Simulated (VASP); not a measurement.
**GaN: single point with LDA**

Crystal: GaN.

```xyz
2
Lattice="0.0000 2.2734 2.2734 2.2734 0.0000 2.2734 2.2734 2.2734 0.0000" Properties=species:S:1:pos:R:3 pbc="T T T"
Ga    0.0000    0.0000    0.0000
N     3.4100    3.4100    3.4100
```

| Property | Result |
| --- | --- |
| Program | VASP 6.6.1 |
| Task | single point |
| Functional | LDA |
| Potentials or basis | VASP PAW LDA potentials, release 64 (Ga_d, N) |
| Cutoff | 520 eV |
| k mesh | 8 × 8 × 8 |
| Occupations | gaussian, width 0.01 eV |
| Spin | no spin polarisation |
| Dipole correction | no |
| Further INCAR settings | ALGO = Normal; EDIFF = 1e-07; NBANDS = 16 |

```
Pressure               : -9.9 GPa
Band gap on the k mesh : 1.58 eV, direct
```

Levels at points of the mesh, in eV from the valence-band top:
| k point | band 6 | band 7 | band 8 | band 9 | band 10 | band 11 | band 12 | band 13 |
| --- | --- | --- | --- | --- | --- | --- | --- | --- |
| (0.00, 0.00, 0.00) | -13.24 | 0.00 | 0.00 | 0.00 | 1.58 | 9.95 | 9.95 | 9.95 |
| (0.50, 0.00, 0.00) | -11.84 | -6.95 | -0.95 | -0.95 | 4.36 | 8.47 | 10.07 | 10.07 |
| (0.50, 0.50, 0.00) | -11.36 | -6.10 | -2.64 | -2.64 | 3.24 | 6.33 | 11.32 | 13.48 |

It took 3.6 s on 1 thread of Intel(R) Xeon(R) 6975P-C (Granite Rapids), on a shared host, peak memory 0.13 GiB.

Expect the measured gap to be larger: semilocal functionals such as LDA lack the derivative discontinuity.
